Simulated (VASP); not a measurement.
CuO:

```xyz
2
Lattice="0.0000 2.3273 2.3273 2.3273 0.0000 2.3273 2.3273 2.3273 0.0000" Properties=species:S:1:pos:R:3 pbc="T T T"
Cu    0.0000    0.0000    0.0000
O     1.1636    1.1636    1.1636
```

Base run:

| Property | Result |
| --- | --- |
| Program | VASP 6.6.1 |
| Functional | PBEsol |
| Potentials or basis | VASP PAW PBE potentials, release 64 (Cu, O) |
| Cutoff | 520 eV |
| k mesh | 7 × 7 × 7 |
| Occupations | gaussian, width 0.05 eV |
| Spin | collinear spin, ferromagnetic start |
| Starting moments | [0.42, 0.38] μB |
| Fixed moment | 0.75 μB |
| Hubbard terms | Cu d U = 4.0 eV |

Its results: pressure -15.6 GPa; net moment 0.75 μB per cell; site moments Cu +0.42; O +0.30 μB.

The run is repeated on the same cell with these changes: fixed moment from 0.75 μB to none. What comes out?

Pressure -15.2 GPa; net moment 0.88 μB per cell; site moments Cu +0.49; O +0.35 μB.

Caveats: the PAW data sets were made with another functional, which shifts forces and pressure a little; a cell with one magnetic atom can't hold antiferromagnetic order, which such compounds often take; the total moment is fixed, so each spin has its own Fermi level (some runs).
